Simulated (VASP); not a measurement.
The system is Bi2Te2O3.

```xyz
7
Lattice="3.9500 0.0000 0.0000 -1.9750 3.4208 0.0000 0.0000 0.0000 11.2000" Properties=species:S:1:pos:R:3 pbc="T T T"
Bi    0.0000    2.2805    1.3440
Bi    1.9750    1.1403    9.8560
Te    0.0000    0.0000    4.1440
Te    0.0000    0.0000    7.0560
O     1.9750    1.1403    2.0160
O     0.0000    2.2805    9.1840
O     0.0000    0.0000    0.0000
```

```yaml
Program: VASP 6.6.1
Task: relaxation of cell and atoms
Functional: PBE
Potentials_or_basis: VASP PAW PBE potentials, release 64 (Bi_d, Te, O)
Cutoff: 600 eV
k_mesh: 4 × 4 × 1
Occupations: gaussian, width 0.15 eV
Spin: no spin polarisation
```

At the start: pressure -2.9 GPa; volume 21.62 Å³/atom.

Task: Where does the relaxation end?

Result: Over 15 steps the energy falls by 233.3 meV/atom and the volume is 22.74 Å³/atom (+5.2 %); space group P-3m1 (No. 164, to 0.1 Å) before and after.

The path:
| step | energy change (eV) | largest force (eV/Å) | pressure (GPa) | volume (Å³) |
| --- | --- | --- | --- | --- |
| 1 | 0.0000 | 2.3253 | -2.87 | 151.34 |
| 2 | -0.5135 | 1.1418 | 2.86 | 142.99 |
| 3 | -0.5315 | 0.6188 | 4.51 | 141.26 |
| 4 | -0.8378 | 0.8082 | 2.61 | 148.22 |
| 5 | -0.8503 | 1.9357 | 2.24 | 153.48 |
| 6 | -1.0959 | 0.7372 | -1.43 | 161.56 |
| 7 | -1.1198 | 0.8513 | -2.82 | 165.71 |
| 8 | -1.2760 | 0.8616 | -1.62 | 163.05 |
| 9 | -1.4120 | 1.3290 | 3.76 | 154.51 |
| 10 | -1.4541 | 1.1713 | 1.51 | 157.70 |
| 11 | -1.5896 | 0.6157 | 0.67 | 158.41 |
| 12 | -1.6153 | 0.4327 | 0.27 | 158.75 |
| 13 | -1.6164 | 0.4539 | 0.17 | 158.83 |
| 14 | -1.6331 | 0.0918 | 0.03 | 159.16 |
| 15 | -1.6334 | 0.0783 | 0.02 | 159.21 |

Final structure:
```xyz
7
Lattice="3.6112 0.0000 0.0000 -1.8056 3.1274 0.0000 0.0000 0.0000 14.0973" Properties=species:S:1:pos:R:3 pbc="T T T"
Bi    0.0000    2.0850    1.5750
Bi    1.8056    1.0425   12.5222
Te    0.0000    0.0000    5.6827
Te    0.0000    0.0000    8.4145
O     1.8056    1.0425    2.5410
O     0.0000    2.0850   11.5562
O     0.0000    0.0000    0.0000
```

Caveat: the k points lie up to 0.50 Å⁻¹ apart in the final cell, too coarse for converged energies and pressures of a metal; a cell axis changed by over 15 % at a fixed basis, so the end point is rough; this functional lacks dispersion, which binds layers or chains, so the pressure and a relaxed spacing across them are unreliable; the relaxation stopped at a loose force limit of 0.08 eV/Å, so its end isn't a converged minimum.
